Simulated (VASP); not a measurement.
# PbO2 (CdI2 type) (P-3m1) in VASP: further runs, part 2 of 2

VASP 6.6.1. The steps go on from the part before.

## (3) Relaxation of cell and atoms, PBE

This run uses another cell than the first one, of 16.22 Å³/atom, 0.906 times its volume.

Contents of INCAR:

```
ALGO     = Normal         # electronic algorithm
EDIFF    = 1E-6           # SCF threshold, eV
EDIFFG   = -0.005         # ionic threshold
ENCUT    = 600            # plane-wave cutoff, eV
GGA      = PE             # functional
IBRION   = 2              # ionic algorithm
ISIF     = 3              # what is computed and relaxed
ISMEAR   = -1             # smearing method
LASPH    = T              # aspherical terms in the spheres
LCHARG   = F              # write CHGCAR
LREAL    = F              # projectors in reciprocal space
LWAVE    = F              # write WAVECAR
NELM     = 100            # most SCF steps
NSW      = 100            # ionic steps
PREC     = Accurate       # precision mode
SIGMA    = 0.05           # smearing width, eV
```

Contents of KPOINTS:

```
k-points
0
Gamma
  14 14 8
```

Contents of POSCAR:

```
PbO2
1.0
    3.2749755921      0.0000000000      0.0000000000
   -1.6374877961      2.8362120595      0.0000000000
    0.0000000000      0.0000000000      5.2399609474
Pb O
1 2
Direct
    0.0000000000      0.0000000000      0.0000000000
    0.3333333333      0.6666666667      0.2500000000
    0.6666666667      0.3333333333      0.7500000000
```

Potentials or basis: VASP PAW PBE potentials, release 64 (Pb_d, O).

The run is started by

```
> cat potpaw_PBE.64/Pb_d/POTCAR potpaw_PBE.64/O/POTCAR > POTCAR
> mpirun -np 1 vasp_std > vasp.out
```

OUTCAR:

```text
EDIFF = 1E-6
   EDIFFG = -0.005
   ENCUT = 600
   GGA = PE
   IBRION = 2
   ISIF = 3
   ISMEAR = -1
   LASPH = T
   LREAL = F
   NELM = 100
   NSW = 100
   PREC = Accurate

 ion  position               nearest neighbor table
   1  0.000  0.000  0.000-   2 2.30   3 2.30   2 2.30   3 2.30   3 2.30   2 2.30
   2  0.333  0.667  0.250-   1 2.30   1 2.30   1 2.30
   3  0.667  0.333  0.750-   1 2.30   1 2.30   1 2.30

  LATTYP: Found a hexagonal cell.
 ALAT       =     3.2749755921
 C/A-ratio  =     1.6000000000

  Lattice vectors:

 A1 = (   3.2749755921,   0.0000000000,   0.0000000000)
 A2 = (  -1.6374877961,   2.8362120595,   0.0000000000)
 A3 = (   0.0000000000,   0.0000000000,   5.2399609474)

Analysis of symmetry for initial positions (statically):
[... 770 lines left out ...]
  free  energy   TOTEN  =       -15.5961899648 eV

  energy  without entropy=      -15.5961756141  energy(sigma->0) =      -15.59618279

[... ionic steps 4 to 22 ...]

--------------------------------------- Ionic step       23  -------------------------------------------

 number of electron      26.0000002 magnetization

------------------------ aborting loop because EDIFF is reached ----------------------------------------
[... 69 lines left out ...]
--------------------------------------- Ionic step       25  -------------------------------------------

 number of electron      26.0000002 magnetization

 Free energy of the ion-electron system (eV)
  ---------------------------------------------------
  ext. energy  EPLUGINS =         0.00000000
  ---------------------------------------------------
  free energy    TOTEN  =       -15.64207267 eV

  energy without entropy =      -15.64205924  energy(sigma->0) =      -15.64206596

 E-fermi :   2.4107     XC(G=0):  -9.3606

 val. band max:        1.9004693638   @ k =   0.3571   0.2857   0.5000
 cond. band min:       2.6368430867   @ k =   0.0000   0.0000   0.0000
 fundamental gap:      0.7363737230
 Fermi energy:         2.4107429207

 k-point     1 :       0.0000    0.0000    0.0000
  band No.  band energies     occupation
      1     -15.8131      2.00000
      2     -14.0008      2.00000
      3     -13.3203      2.00000
      4     -13.3203      2.00000
      5     -13.0499      2.00000
      6     -13.0181      2.00000
[... 501 lines left out ...]
  FREE ENERGIE OF THE ION-ELECTRON SYSTEM (eV)
  ---------------------------------------------------
  free  energy   TOTEN  =       -15.6420726693 eV

  energy  without entropy=      -15.6420592439  energy(sigma->0) =      -15.64206596

 reached required accuracy - stopping structural energy minimisation
```

OSZICAR:

```text
N       E                     dE             d eps       ncg     rms          rms(c)
DAV:   1     0.273563309770E+03    0.27356E+03   -0.15150E+04  5752   0.195E+03
[... 214 lines left out ...]
       N       E                     dE             d eps       ncg     rms          rms(c)
DAV:   1    -0.156447132536E+02   -0.26890E-02   -0.36130E-01  5723   0.690E+00    0.337E-01
DAV:   2    -0.156428029866E+02    0.19103E-02   -0.12891E-02  5981   0.135E+00    0.133E-01
DAV:   3    -0.156421268416E+02    0.67615E-03   -0.16496E-03  6763   0.906E-01    0.412E-02
DAV:   4    -0.156420759909E+02    0.50851E-04   -0.25818E-04  8793   0.257E-01    0.131E-02
DAV:   5    -0.156420726226E+02    0.33683E-05   -0.31672E-05  6230   0.908E-02    0.308E-03
DAV:   6    -0.156420726693E+02   -0.46697E-07   -0.12305E-06  4557   0.225E-02
  25 F= -.15642073E+02 E0= -.15642066E+02  d E =-.779709E-04
```

CONTCAR:

```text
PbO2
   1.00000000000000
     3.4189386969163493   -0.0000000000025921    0.0000000000000001
    -1.7094693485126173    2.9608877654755776   -0.0000000000000001
     0.0000000000000002    0.0000000000000000    5.1018079110627275
  Pb              O
     1     2
Direct
     0.0000000000000000    0.0000000000000000    0.0000000000000000
     0.3333333332999970    0.6666666667000030    0.2083007216477592
     0.6666666667000030    0.3333333332999970    0.7916992783522409

  0.00000000E+00  0.00000000E+00  0.00000000E+00
  0.00000000E+00  0.00000000E+00  0.00000000E+00
  0.00000000E+00  0.00000000E+00  0.00000000E+00
```

Run time: 25 min. Hardware: 1 thread of Intel Xeon Platinum 8488C (Sapphire Rapids), shared host; peak memory 0.34 GiB.

Results:

```yaml
Free_energy: -15.6421 eV
Relaxed_volume: 17.22 Å³/atom
Relaxed_cell: a = 3.419 Å, b = 3.419 Å, c = 5.102 Å, α = 90.00°, β = 90.00°, γ = 120.00°
Space_group_after_relaxing_to_0.05_Å: P-3m1 (No. 164)
Energy_gained_by_relaxing: 159.0 meV/atom
Ionic_steps: 25
Pressure_after_relaxing: 0.0 GPa
Band_gap_on_the_k_mesh: 0.74 eV, indirect (least direct gap 0.92 eV)
```

Forces on the atoms (eV/Å):
```
Pb   0.000  0.000  0.000
O    0.000  0.000 -0.002
O    0.000  0.000  0.002
```

The path:
```tsv
step	energy change (eV)	largest force (eV/Å)	pressure (GPa)	volume (Å³)
1	0.0000	1.7916	-2.53	48.67
2	-0.4064	0.3657	2.96	46.76
3	-0.4311	0.1444	5.25	46.05
4	-0.4453	0.2417	-3.42	49.32
5	-0.4674	0.0890	0.03	47.84
6	-0.4674	0.0847	0.13	47.81
7	-0.4682	0.0655	0.19	47.90
8	-0.4699	0.0049	0.37	48.20
9	-0.4704	0.1163	0.64	48.80
10	-0.4707	0.0743	0.51	48.59
11	-0.4712	0.0635	0.41	48.73
12	-0.4723	0.0361	-0.02	49.16
13	-0.4727	0.0186	-0.77	50.02
14	-0.4728	0.0031	-0.58	49.78
15	-0.4735	0.0043	-0.53	49.90
16	-0.4751	0.0073	-0.36	50.25
17	-0.4767	0.0113	0.01	50.95
18	-0.4768	0.0120	0.11	51.16
19	-0.4768	0.0121	0.09	51.14
20	-0.4768	0.0114	0.06	51.04
21	-0.4768	0.0129	0.08	51.11
22	-0.4768	0.0151	0.03	51.20
23	-0.4769	0.0217	-0.11	51.45
24	-0.4769	0.0170	-0.08	51.50
25	-0.4770	0.0024	0.00	51.65
```

Final structure:
```
CELL_PARAMETERS angstrom
3.41894 0.00000 0.00000
-1.70947 2.96089 0.00000
0.00000 0.00000 5.10181
ATOMIC_POSITIONS crystal
Pb 0.00000 0.00000 0.00000
O 0.33333 0.66667 0.20830
O 0.66667 0.33333 0.79170
```

Caveat: spin-orbit coupling is left out, which moves the levels of the heavy elements. A k mesh can miss the band edges.
